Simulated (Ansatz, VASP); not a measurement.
**One calculation of YSe, two programs**

Contents of INCAR:

```
SYSTEM = YSe
ALGO = Normal ; EDIFF = 1E-8
ENCUT = 520 ; ISIF = 2
ISMEAR = -1 ; LASPH = .TRUE.
LCHARG = .FALSE. ; LEFG = .TRUE.
LREAL = .FALSE. ; LWAVE = .FALSE.
NBANDS = 16 ; NELM = 80
PREC = Accurate ; SIGMA = 0.03
```

KPOINTS

```
k-points
0
G
  7 7 7
  0 0 0
```

POSCAR

```
YSe
1.0
    0.0000000000      2.8750000000      2.8462500000
    2.8750000000      0.0000000000      2.8462500000
    2.8750000000      2.8750000000      0.0000000000
Y Se
1 1
Direct
    0.0000000000      0.0000000000      0.0000000000
    0.5000000000      0.5000000000      0.5000000000
```

Input for Ansatz:

```yaml
crystal:
  lattice:
    - [0.0, 2.875, 2.84625]
    - [2.875, 0.0, 2.84625]
    - [2.875, 2.875, 0.0]
  atoms:
    - { symbol: "Y", position: [0.0, 0.0, 0.0] }
    - { symbol: Se, position: [0.5, 0.5, 0.5] }
kpoints:
  mp_grid: { grid: [7, 7, 7] }
scf:
  occupations: { method: fermi_dirac, width: 0.03 }
hamiltonian:
  xc: lda
  pseudopotentials: { kind: all_electron, datasets: crystal }
output:
  forces: true
  stress: true
  eigenvalues: true
  efg: { contact_densities: true }
```

Change from the starting cell: zz strain of -1 %, crystal datasets.

Alike in both runs: task electric field gradients; functional LDA; k mesh 7 × 7 × 7; occupations fermi-dirac, width 0.03 eV; no spin polarisation.

|  | VASP | Ansatz |
| --- | --- | --- |
| version | VASP 6.6.1 | Ansatz 0.2.0 |
| potentials or method | VASP PAW LDA potentials, release 64 (Y_sv, Se), cutoff 520 eV | all-electron PAW with datasets made for the crystal, scalar-relativistic |

|  | VASP | Ansatz | Ansatz less VASP |
| --- | --- | --- | --- |
| pressure (GPa) | -3.7 | -3.9 | -0.14 |
| traceless stress, the component that is largest in VASP (GPa) | 1.18 | 1.17 | -0.009 |
| size of Vzz on the site where it differs most (V/Å²) | 9.8 | 10.5 | +0.70 |

LDA's correlation is that of Perdew and Zunger in VASP and of Perdew and Wang (1992) in Ansatz. Ansatz ran all-electron here, and VASP with PAW potentials.
